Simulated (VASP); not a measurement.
# TiW (Cmmm) in VASP: further runs, part 2 of 2

VASP 6.6.1. The steps go on from the part before.

**4. Single point, LDA (strain -0.050 along x and y, +0.050 along z)**

Contents of INCAR:

```
SYSTEM = TiW
PREC = Accurate ; ENCUT = 520
EDIFF = 1E-6 ; ISMEAR = 0
SIGMA = 0.15 ; LREAL = .False.
LASPH = .True. ; NELM = 100
ALGO = Fast ; ISIF = 2
LWAVE = .False. ; LCHARG = .False.
GGA = CA ; NBANDS = 20
```

Contents of KPOINTS:

```
regular mesh
0
Gamma
  18 18 12
  0 0 0
```

Contents of POSCAR:

```
TiW
1.0
    1.5140389590     -2.1419026218      0.0000000000
    1.5140389590      2.1419026218      0.0000000000
    0.0000000000      0.0000000000      4.6915226423
Ti W
1 1
Direct
    0.0000000000      0.0000000000      0.0000000000
    0.5000000000      0.5000000000      0.5000000000
```

Started as:

```
> cat potpaw_LDA.64/Ti_sv/POTCAR potpaw_LDA.64/W_sv/POTCAR > POTCAR
> mpirun -np 1 vasp_std > vasp.out
```

It took 7.3 min on 1 thread of Intel Xeon 6975P-C (Granite Rapids), shared host; peak memory 0.46 GiB.

The run converged. Its results:

```yaml
Free_energy: -22.6566 eV
Pressure: 3.2 GPa
Band_gap_on_the_k_mesh: zero (bands 13 and 14 overlap by 3.23 eV)
```

Stress tensor (GPa, compression positive):
```
 6.79  0.00  0.00
 0.00 10.89  0.00
 0.00  0.00 -8.13
```

Levels at points of the mesh, in eV from the Fermi level:
```
           k point  band 10  band 11  band 12  band 13  band 14  band 15  band 16  band 17
(0.00, 0.00, 0.00)    -4.36    -2.30    -0.01     0.29     0.79     1.20     2.95     3.13
(0.50, 0.00, 0.00)    -3.00    -1.81    -1.26    -1.05     0.05     3.10     3.16     3.91
(0.50, 0.50, 0.00)    -4.17    -3.25    -1.21     2.26     2.35     2.93     4.45     5.12
(0.00, 0.00, 0.50)    -4.26    -2.14    -1.64    -0.05     0.02     2.74     2.92     2.98
(0.50, 0.00, 0.50)    -4.38    -2.42    -1.13     1.81     1.95     3.18     3.33     3.72
(0.50, 0.50, 0.50)    -3.09    -2.15    -1.21     0.39     1.19     1.45     1.97     5.14
```

Caveat: the cell differs from its parent crystal (strain -0.050 along x and y, +0.050 along z); the cell stands under pressure; spin-orbit coupling is left out, which moves the levels of the heavy elements.

**5. Single point, LDA (strain +0.000 along x and y, -0.050 along z)**

Contents of INCAR:

```
SYSTEM = TiW
ALGO = Fast
EDIFF = 1E-7
ENCUT = 520
GGA = CA
ISIF = 2
ISMEAR = 0
LASPH = .True.
LCHARG = .False.
LREAL = .False.
LWAVE = .False.
NBANDS = 20
NELM = 100
PREC = Accurate
SIGMA = 0.15
```

Contents of KPOINTS:

```
k-points
0
Gamma
  18 18 12
  0 0 0
```

Contents of POSCAR:

```
TiW
1.0
    1.5937252200     -2.2546343387      0.0000000000
    1.5937252200      2.2546343387      0.0000000000
    0.0000000000      0.0000000000      4.2447109621
Ti W
1 1
Direct
    0.0000000000      0.0000000000      0.0000000000
    0.5000000000      0.5000000000      0.5000000000
```

Potentials or basis: VASP PAW LDA potentials, release 64 (Ti_sv, W_sv).

Started as:

```
> cat potpaw_LDA.64/Ti_sv/POTCAR potpaw_LDA.64/W_sv/POTCAR > POTCAR
> mpirun -np 1 vasp_std > vasp.out
```

OUTCAR:

```text
SYSTEM = TiW
   EDIFF = 1E-7
   ENCUT = 520
   GGA = CA
   ISIF = 2
   ISMEAR = 0
   LASPH = .True.
   LREAL = .False.
   NELM = 100
   PREC = Accurate

 ion  position               nearest neighbor table
   1  0.000  0.000  0.000-   2 2.65   2 2.65   2 2.65   2 2.65   2 3.10   2 3.10   2 3.10   2 3.10

   2  0.500  0.500  0.500-   1 2.65   1 2.65   1 2.65   1 2.65   1 3.10   1 3.10   1 3.10   1 3.10

  LATTYP: Found a base centered orthorhombic cell.
 ALAT       =     3.1874504400
 B/A-ratio  =     1.4146945222
 C/A-ratio  =     1.3316947328

  Lattice vectors:

 A1 = (   1.5937252200,  -2.2546343387,   0.0000000000)
 A2 = (   1.5937252200,   2.2546343387,   0.0000000000)
 A3 = (   0.0000000000,   0.0000000000,   4.2447109621)

Analysis of symmetry for initial positions (statically):
=====================================================================
 Subroutine PRICEL returns:
 Original cell was already a primitive cell.

 Routine SETGRP: Setting up the symmetry group for a
 base centered orthorhombic supercell.

 Subroutine GETGRP returns: Found  8 space group operations
 (whereof  8 operations were pure point group operations)
 out of a pool of  8 trial point group operations.

The static configuration has the point symmetry D_2h.

Analysis of symmetry for dynamics (positions and initial velocities):
=====================================================================
 Subroutine PRICEL returns:
 Original cell was already a primitive cell.

 Routine SETGRP: Setting up the symmetry group for a
 base centered orthorhombic supercell.

 Subroutine GETGRP returns: Found  8 space group operations
 (whereof  8 operations were pure point group operations)
 out of a pool of  8 trial point group operations.

The dynamic configuration has the point symmetry D_2h.

[... 106 lines left out ...]
   POTIM  = 0.5000    time-step for ionic-motion
   TEBEG  =    0.0;   TEEND  =   0.0 temperature during run
   PSTRESS=    0.0 pullay stress
   NELECT =      26.0000    total number of electrons
   NUPDOWN=      -1.0000    fix difference up-down
   EMIN   =  10.00;   EMAX   =-10.00  energy-range for DOS
   EFERMI =   0.00;   METHOD = LEGACY
   ISMEAR =     0;   SIGMA  =   0.15  broadening in eV -4-tet -1-fermi 0-gaus
   EFERMI_NEDOS =   21; number of points for ismear=-14 and -15
   IALGO  =     68    algorithm
   IMIX   =      4    mixing-type and parameters
     AMIX     =   0.40;   BMIX     =  1.00
     AMIX_MAG =   1.60;   BMIX_MAG =  1.00
  volume/ion in A,a.u.               =      15.25       102.93
  Fermi-wavevector in a.u.,A,eV,Ry     =   1.552185  2.933204 32.780207  2.409277
  Thomas-Fermi vector in A             =   2.656596
   LORBIT       =      0    0 simple, 1 ext, 2 COOP (PROOUT), +10 PAW based schemes
   GGA     = CA    functional components
   LHFCALC =     F    Hartree Fock is set to
   AEXX    =    0.0000 exact exchange contribution
   IVDW    =     0    specifies the selected vdW correction
   LEPSILON=     F    determine dielectric tensor
   LRPA    =     F    only Hartree local field effects (RPA)
 non-spin polarized calculation
 RMM-DIIS sequential band-by-band and
 Gauss-broadening in eV      SIGMA  =   0.15
  energy-cutoff  :      520.00
  volume of cell :       30.50
 maximum number of plane-waves:       846
 NGX is ok and might be reduce to    24
   NGX = 11   NGY = 11   NGZ = 15

 number of electron      25.9999996 magnetization

 Free energy of the ion-electron system (eV)
  ---------------------------------------------------
  ext. energy  EPLUGINS =         0.00000000
  ---------------------------------------------------
  free energy    TOTEN  =       -22.76244948 eV

  energy without entropy =      -22.73504111  energy(sigma->0) =      -22.74874529

 E-fermi :  10.1517     XC(G=0): -13.2471

 val. band max:       10.1494550499   @ k =  -0.4444   0.3333   0.0000
 cond. band min:      10.1531944761   @ k =   0.1111   0.0000   0.3333
 fundamental gap:      0.0037394262
 Fermi energy:        10.1516883665

 k-point     1 :       0.0000    0.0000    0.0000
  band No.  band energies     occupation
      1     -62.6397      2.00000
      2     -45.3369      2.00000
      3     -27.2522      2.00000
      4     -26.7929      2.00000
      5     -26.5998      2.00000
      6     -21.8653      2.00000
[... 541 lines left out ...]
     19      14.6144      0.00000
     20      18.5345      0.00000

 [... further k-points ...]
[... 5 lines left out ...]
  --------------------------------------------------------------------------------------
  -------------------------------------------------------------------------------------
  Total       -0.5820518      0.0899388      0.6151760     -0.0000000      0.0000000      0.0000000
  in kB      -30.5706420      4.7237857     32.3103985     -0.0000000      0.0000000      0.0000000
  external PRESSURE =       2.1545141 kB  Pullay stress =       0.0000000 kB

 VOLUME and BASIS-vectors are now :
 -----------------------------------------------------------------------------
  energy-cutoff  :      520.00
  volume of cell :       30.50
      direct lattice vectors                 reciprocal lattice vectors
     1.593725220 -2.254634339  0.000000000     0.313730368 -0.221765451  0.000000000
     1.593725220  2.254634339  0.000000000     0.313730368  0.221765451  0.000000000
     0.000000000  0.000000000  4.244710962     0.000000000  0.000000000  0.235587301

 POSITION                                       TOTAL-FORCE (eV/Angst)
 -----------------------------------------------------------------------------------
      0.00000      0.00000      0.00000         0.000000      0.000000      0.000000
      1.59373      0.00000      2.12236         0.000000      0.000000      0.000000
 -----------------------------------------------------------------------------------
    total drift:                                0.000000      0.000000     -0.000000

  FREE ENERGIE OF THE ION-ELECTRON SYSTEM (eV)
  ---------------------------------------------------
  free  energy   TOTEN  =       -22.7624494799 eV

  energy  without entropy=      -22.7350411087  energy(sigma->0) =      -22.74874529
```

OSZICAR:

```text
N       E                     dE             d eps       ncg     rms          rms(c)
DAV:   1     0.273241175133E+03    0.27324E+03   -0.14711E+04 25544   0.159E+03
DAV:   2    -0.972043281849E+01   -0.28296E+03   -0.27653E+03 26604   0.462E+02
DAV:   3    -0.239258052945E+02   -0.14205E+02   -0.13797E+02 34448   0.100E+02
[... 37 lines left out ...]
RMM:  41    -0.227624491386E+02   -0.11013E-06   -0.13534E-06 20806   0.544E-03    0.233E-04
RMM:  42    -0.227624492393E+02   -0.10070E-06   -0.12363E-06 20299   0.514E-03    0.168E-04
RMM:  43    -0.227624493270E+02   -0.87700E-07   -0.11134E-06 19421   0.484E-03    0.182E-04
RMM:  44    -0.227624494081E+02   -0.81047E-07   -0.10282E-06 18922   0.461E-03    0.226E-04
RMM:  45    -0.227624494799E+02   -0.71863E-07   -0.93596E-07 18940   0.440E-03
   1 F= -.22762449E+02 E0= -.22748745E+02  d E =-.274084E-01
```

Wall time 9.9 min (1 thread of Intel Xeon 6975P-C (Granite Rapids), shared host); peak memory 0.47 GiB.

What came out:

- Free energy: -22.7624 eV
- Pressure: 0.2 GPa
- Band gap on the k mesh: zero (bands 13 and 14 overlap by 2.63 eV)

Stress tensor (GPa, compression positive):
```
-3.06  0.00  0.00
 0.00  0.47  0.00
 0.00  0.00  3.23
```

Caveat: the cell differs from its parent crystal (strain +0.000 along x and y, -0.050 along z); spin-orbit coupling is left out, which moves the levels of the heavy elements.

**6. Overview**

| cell | further INCAR settings | gap on the mesh (eV) | pressure (GPa) |
| --- | --- | --- | --- |
| a = 2.623, b = 2.623, c = 4.245 Å, angles 90.0, 90.0, 109.5°, 2 atoms | ALGO = Fast; EDIFF = 1e-06; NBANDS = 20 | none | 28.2 |
| a = 2.623, b = 2.623, c = 4.468 Å, angles 90.0, 90.0, 109.5°, 2 atoms | ALGO = Fast; EDIFF = 1e-06; NBANDS = 20 | none | 14.0 |
| a = 2.623, b = 2.623, c = 4.692 Å, angles 90.0, 90.0, 109.5°, 2 atoms | ALGO = Fast; EDIFF = 1e-06; NBANDS = 20 | none | 3.2 |
| a = 2.761, b = 2.761, c = 4.245 Å, angles 90.0, 90.0, 109.5°, 2 atoms | ALGO = Fast; EDIFF = 1e-07; NBANDS = 20 | none | 0.2 |

Alike in all rows: task single point; level LDA; potentials or basis VASP PAW LDA potentials, release 64 (Ti_sv, W_sv); no spin polarisation; k mesh 18 × 18 × 12; cutoff (eV) 520; smearing gaussian 0.15 eV.

Caveats: spin-orbit coupling is left out, which moves the levels of the heavy elements; the cell stands under pressure (at least some runs).

Total energies depend on the potentials used, so only differences within one code and one set of settings carry meaning.
